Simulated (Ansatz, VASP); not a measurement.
# In: VASP beside Ansatz

```
In
1.0
    -1.55397    1.55397    2.44035
     1.55397   -1.55397    2.44035
     1.55397    1.55397   -2.44035
In
1
Direct
  0.00000 0.00000 0.00000
```

Alike in both runs: task single point; functional LDA; k mesh 22 × 22 × 22; occupations gaussian, width 0.15 eV; no spin polarisation.

|  | VASP | Ansatz |
| --- | --- | --- |
| version | VASP 6.6.1 | Ansatz 0.2.0 |
| potentials or method | VASP PAW LDA potentials, release 64 (In_d), cutoff 520 eV | scalar-relativistic, plane waves, PAW |
| valence electrons in the cell | 13 | 13 |

VASP gave:

| Item | Value |
| --- | --- |
| gap on the k mesh at the Fermi level (eV) | none |
| pressure (GPa) | 2.6 |
| traceless stress, the component that is largest in VASP (GPa) | -0.04 |

Task: Which values does Ansatz return?

Result: gap on the k mesh at the Fermi level (eV): none; pressure (GPa): 2.4; traceless stress, the component that is largest in VASP (GPa): -0.06.

LDA's correlation is that of Perdew and Zunger in VASP and of Perdew and Wang (1992) in Ansatz. A gap of «none» marks a metal or a gap that the smearing closes.
